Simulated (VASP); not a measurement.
## TiW2: single point with PBE

Crystal: TiW2.

```
Ti W
1.0
    -1.58720    1.58720    4.79939
     1.58720   -1.58720    4.79939
     1.58720    1.58720   -4.79939
Ti W
1 2
Direct
  0.50000 0.50000 0.00000
  0.82758 0.82758 0.00000
  0.17242 0.17242 0.00000
```

* Program: VASP 6.6.1
* Task: single point
* Functional: PBE
* Potentials or basis: VASP PAW PBE potentials, release 64 (Ti_sv, W_sv)
* Cutoff: 520 eV
* k mesh: 20 × 20 × 20
* Occupations: gaussian, width 0.1 eV
* Spin: no spin polarisation
* Dipole correction: no
* Further INCAR settings: ALGO = Fast; EDIFF = 1e-07; NBANDS = 27

The pressure is 0.2 GPa and the largest force is 0.035 eV/Å. The band gap on the k mesh is zero (bands 20 and 21 overlap by 1.38 eV).

Forces in eV/Å, atoms in the order of the input:
```
Ti   0.000  0.000  0.000
W    0.000  0.000  0.035
W    0.000  0.000 -0.035
```

Stress tensor (GPa, compression positive):
```
0.27 0.00 0.00
0.00 0.27 0.00
0.00 0.00 0.18
```

Levels at points of the mesh, in eV from the Fermi level:
| k point | band 18 | band 19 | band 20 | band 21 | band 22 | band 23 |
| --- | --- | --- | --- | --- | --- | --- |
| (0.00, 0.00, 0.00) | 0.06 | 0.06 | 0.07 | 1.90 | 1.90 | 2.15 |
| (0.50, 0.00, 0.00) | -1.13 | -0.61 | 0.44 | 1.24 | 1.59 | 1.74 |
| (0.50, 0.50, 0.00) | -1.45 | -0.95 | -0.06 | 1.52 | 3.02 | 3.50 |
| (0.50, 0.50, 0.50) | -0.15 | 0.56 | 0.59 | 0.59 | 0.59 | 0.88 |

Wall time 45 min on 1 thread of Intel(R) Xeon(R) 6975P-C (Granite Rapids) (shared host), peak memory 0.86 GiB.

Caveat: spin-orbit coupling is left out, which moves the levels of the heavy elements.
